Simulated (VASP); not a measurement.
# Pb (Fm-3m) in VASP: further runs, part 2 of 2

VASP 6.6.1.

## (3) Single point, PBE

Input file INCAR:

```
SYSTEM = Pb
ALGO = Normal
EDIFF = 1E-7
ENCUT = 520
GGA = PE
ISIF = 2
ISMEAR = -1
LASPH = .TRUE.
LCHARG = .TRUE.
LELF = .TRUE.
LREAL = .FALSE.
LVHAR = .TRUE.
LWAVE = .FALSE.
NBANDS = 13
NELM = 80
PREC = Accurate
SIGMA = 0.2
```

Input file KPOINTS:

```
k-points
0
G
  11 11 11
  0 0 0
```

Input file POSCAR:

```
Pb
1.0
    0.0000000000      2.5175937382      2.5175937382
    2.5175937382      0.0000000000      2.5175937382
    2.5175937382      2.5175937382      0.0000000000
Pb
1
Direct
    0.0000000000      0.0000000000      0.0000000000
```

Potentials or basis: VASP PAW PBE potentials, release 64 (Pb_d).

Command:

```console
$ cat potpaw_PBE.64/Pb_d/POTCAR > POTCAR
$ mpirun -np 1 vasp_std > vasp.out
```

It took 30 s on 1 thread of Intel Xeon Platinum 8488C (Sapphire Rapids), shared host; peak memory 0.16 GiB.

Results (log left out):

| Quantity | Value |
| --- | --- |
| Free energy | -3.5985 eV |
| Pressure | 0.1 GPa |
| Band gap on the k mesh | zero (band 7 reaches 13.74 eV, above the bottom of band 8 at 5.37 eV) |

Levels at points of the mesh, in eV from the Fermi level:
```csv
k point,band 5,band 6,band 7,band 8,band 9,band 10
"(0.00, 0.00, 0.00)",-16.95,-11.45,6.99,6.99,6.99,9.70
```

Caveat: spin-orbit coupling is left out, which moves the levels of the heavy elements.

## (4) Single point, PBE

Input file INCAR:

```
SYSTEM = Pb
PREC = Accurate
ENCUT = 520
EDIFF = 1E-6
ISMEAR = -1
SIGMA = 0.3
LREAL = .FALSE.
LASPH = .TRUE.
NELM = 100
ALGO = Normal
ISIF = 2
LWAVE = .FALSE.
LCHARG = .FALSE.
GGA = PE
NBANDS = 13
```

Input file KPOINTS:

```
Automatic mesh
0
G
  11 11 11
  0 0 0
```

POSCAR is that of step 3.

Potentials or basis: VASP PAW PBE potentials, release 64 (Pb_d).

Command:

```console
$ cat potpaw_PBE.64/Pb_d/POTCAR > POTCAR
$ mpirun -np 1 vasp_std > vasp.out
```

OUTCAR:

```text
SYSTEM = Pb
   PREC = Accurate
   ENCUT = 520
   EDIFF = 1E-6
   ISMEAR = -1
   LREAL = .FALSE.
   LASPH = .TRUE.
   NELM = 100
   ISIF = 2
   GGA = PE

 ion  position               nearest neighbor table
   1  0.000  0.000  0.000-

  LATTYP: Found a face centered cubic cell.
 ALAT       =     5.0351874764

  Lattice vectors:

 A1 = (   0.0000000000,   2.5175937382,   2.5175937382)
 A2 = (   2.5175937382,   0.0000000000,   2.5175937382)
 A3 = (   2.5175937382,   2.5175937382,   0.0000000000)

Analysis of symmetry for initial positions (statically):
=====================================================================
 Subroutine PRICEL returns:
 Original cell was already a primitive cell.

 Routine SETGRP: Setting up the symmetry group for a
 face centered cubic supercell.

 Subroutine GETGRP returns: Found 48 space group operations
 (whereof 48 operations were pure point group operations)
 out of a pool of 48 trial point group operations.

The static configuration has the point symmetry O_h .

Analysis of symmetry for dynamics (positions and initial velocities):
[... 165 lines left out ...]
      1     -10.3162      2.00000
      2     -10.3162      2.00000
      3     -10.3162      2.00000
      4     -10.1969      2.00000
      5     -10.1969      2.00000
      6      -4.6954      2.00000
      7      13.7417      0.00000
      8      13.7417      0.00000
      9      13.7417      0.00000
     10      16.4495      0.00000
     11      17.4160      0.00000
     12      18.8376      0.00000
     13      18.8376      0.00000
[... 354 lines left out ...]
  band No.  band energies     occupation
      1     -10.3088      2.00000
      2     -10.2866      2.00000
      3     -10.2341      2.00000
      4     -10.2209      2.00000
      5     -10.1349      2.00000
      6      -3.1167      2.00000
      7       7.4176      0.19010
      8       9.1382      0.00068
      9      13.1568      0.00000
     10      16.2487      0.00000
     11      17.6036      0.00000
     12      18.7804      0.00000
     13      19.1813      0.00000

 [... further k-points ...]

------------------------ aborting loop because EDIFF is reached ----------------------------------------

  FORCE on cell =-STRESS in cart. coord.  units (eV):
  Direction    XX          YY          ZZ          XY          YZ          ZX
  --------------------------------------------------------------------------------------
  -------------------------------------------------------------------------------------
  Total        0.0672166      0.0672166      0.0672166     -0.0000000      0.0000000      0.0000000
  in kB        3.3744284      3.3744284      3.3744284     -0.0000000      0.0000000      0.0000000
  external PRESSURE =       3.3744284 kB  Pullay stress =       0.0000000 kB

 VOLUME and BASIS-vectors are now :
 -----------------------------------------------------------------------------
  energy-cutoff  :      520.00
  volume of cell :       31.91
      direct lattice vectors                 reciprocal lattice vectors
     0.000000000  2.517593738  2.517593738    -0.198602337  0.198602337  0.198602337
     2.517593738  0.000000000  2.517593738     0.198602337 -0.198602337  0.198602337
     2.517593738  2.517593738  0.000000000     0.198602337  0.198602337 -0.198602337

 POSITION                                       TOTAL-FORCE (eV/Angst)
 -----------------------------------------------------------------------------------
      0.00000      0.00000      0.00000         0.000000     -0.000000      0.000000
 -----------------------------------------------------------------------------------
    total drift:                               -0.000000     -0.000000     -0.000000

  FREE ENERGIE OF THE ION-ELECTRON SYSTEM (eV)
  ---------------------------------------------------
  free  energy   TOTEN  =        -3.6430781359 eV

  energy  without entropy=       -3.4811851280  energy(sigma->0) =       -3.56213163
```

OSZICAR:

```text
N       E                     dE             d eps       ncg     rms          rms(c)
DAV:   1     0.105911342009E+03    0.10591E+03   -0.70714E+03  1479   0.123E+03
DAV:   2     0.150054440182E+01   -0.10441E+03   -0.10127E+03  1536   0.310E+02
DAV:   3    -0.353028938914E+01   -0.50308E+01   -0.50182E+01  1782   0.736E+01
DAV:   4    -0.364742783337E+01   -0.11714E+00   -0.11711E+00  1834   0.120E+01
DAV:   5    -0.365285815070E+01   -0.54303E-02   -0.54301E-02  2029   0.242E+00    0.481E-01
DAV:   6    -0.364481531528E+01    0.80428E-02   -0.11923E-02  1894   0.187E+00    0.246E-01
DAV:   7    -0.364308169527E+01    0.17336E-02   -0.53824E-03  1871   0.117E+00    0.892E-02
DAV:   8    -0.364308033094E+01    0.13643E-05   -0.41449E-04  1867   0.326E-01    0.102E-02
DAV:   9    -0.364307868995E+01    0.16410E-05   -0.12037E-05  1958   0.591E-02    0.467E-03
DAV:  10    -0.364307813588E+01    0.55407E-06   -0.13039E-06  1599   0.133E-02
   1 F= -.36430781E+01 E0= -.35621316E+01  d E =-.161893E+00
```

Wall time 24 s (1 thread of Intel Xeon Platinum 8488C (Sapphire Rapids), shared host); peak memory 0.16 GiB.

What came out:

* Free energy: -3.6431 eV
* Pressure: 0.3 GPa
* Band gap on the k mesh: zero (band 7 reaches 13.74 eV, above the bottom of band 8 at 5.37 eV)

Caveat: spin-orbit coupling is left out, which moves the levels of the heavy elements.

## (5) Single point, PBE

Input file INCAR:

```
SYSTEM = Pb
PREC = Accurate ; ENCUT = 520
EDIFF = 1E-6 ; ISMEAR = -1
SIGMA = 0.1 ; LREAL = .False.
LASPH = .True. ; NELM = 80
ALGO = Normal ; ISIF = 2
LWAVE = .False. ; LCHARG = .False.
GGA = PE ; NBANDS = 13
```

Input file KPOINTS:

```
regular mesh
0
Gamma
  11 11 11
  0 0 0
```

Input file POSCAR:

```
Pb
1.0
    0.0000000000      2.5175938001      2.5175938001
    2.5175938001      0.0000000000      2.5175938001
    2.5175938001      2.5175938001      0.0000000000
Pb
1
Direct
    0.0000000000      0.0000000000      0.0000000000
```

Command:

```console
$ cat potpaw_PBE.64/Pb_d/POTCAR > POTCAR
$ mpirun -np 1 vasp_std > vasp.out
```

Wall time 14 s (1 thread of Intel Xeon 6975P-C, shared host); peak memory 0.16 GiB.

The run converged. Its results:

```
Free energy            : -3.5727 eV
Pressure               : -0.1 GPa
Band gap on the k mesh : zero (band 7 reaches 13.74 eV, above the bottom of band 8 at 5.37 eV)
```

Levels at points of the mesh, in eV from the Fermi level:
```csv
k point,band 3,band 4,band 5,band 6,band 7,band 8,band 9,band 10,band 11,band 12
"(0.00, 0.00, 0.00)",-17.07,-16.95,-16.95,-11.45,6.99,6.99,6.99,9.69,10.66,12.08
```

Caveat: spin-orbit coupling is left out, which moves the levels of the heavy elements.

## (6) The runs side by side

```tsv
smearing	gap on the mesh (eV)	pressure (GPa)
fermi-dirac 0.03 eV	none	-0.2
fermi-dirac 0.2 eV	none	0.1
fermi-dirac 0.3 eV	none	0.3
fermi-dirac 0.1 eV	none	-0.1
```

Alike in all rows: task single point; level PBE; potentials or basis VASP PAW PBE potentials, release 64 (Pb_d); no spin polarisation; cell a = 3.560 Å, angles 60.0°, 1 atom; k mesh 11 × 11 × 11; cutoff (eV) 520.

Every run on the cell as given and a fine mesh finds a metal.

Caveats: spin-orbit coupling is left out, which moves the levels of the heavy elements.

Total energies depend on the potentials used, so only differences within one code and one set of settings carry meaning.
